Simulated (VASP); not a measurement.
A run of VASP 6.6.1:

Contents of INCAR:

```
  PREC = Accurate
  ENCUT = 520
  EDIFF = 1E-7
  ISMEAR = -1
  SIGMA = 0.05
  LREAL = F
  LASPH = T
  NELM = 100
  ALGO = Normal
  ISIF = 2
  LWAVE = F
  LCHARG = F
  GGA = PS
  NBANDS = 10
```

The input KPOINTS:

```
regular mesh
0
Gamma
  13 13 13
```

POSCAR

```
Na
1.0
   -1.9353493305      1.9353493305      1.9353493305
    1.9353493305     -1.9353493305      1.9353493305
    1.9353493305      1.9353493305     -1.9353493305
Na
1
Direct
    0.0000000000      0.0000000000      0.0000000000
```

Potentials or basis: VASP PAW PBE potentials, release 64 (Na_pv).

Command:

```bash
$ cat potpaw_PBE.64/Na_pv/POTCAR > POTCAR
$ mpirun -np 1 vasp_std > vasp.out
```

Hardware: 1 thread of AMD EPYC 7R13 (shared host).

**Question.** Estimate the wall time of this run.

**Answer.** It took 33 s on 1 thread of AMD EPYC 7R13, with other jobs on the host, peak memory 0.13 GiB. Counts: scf iterations 11, k points 84.
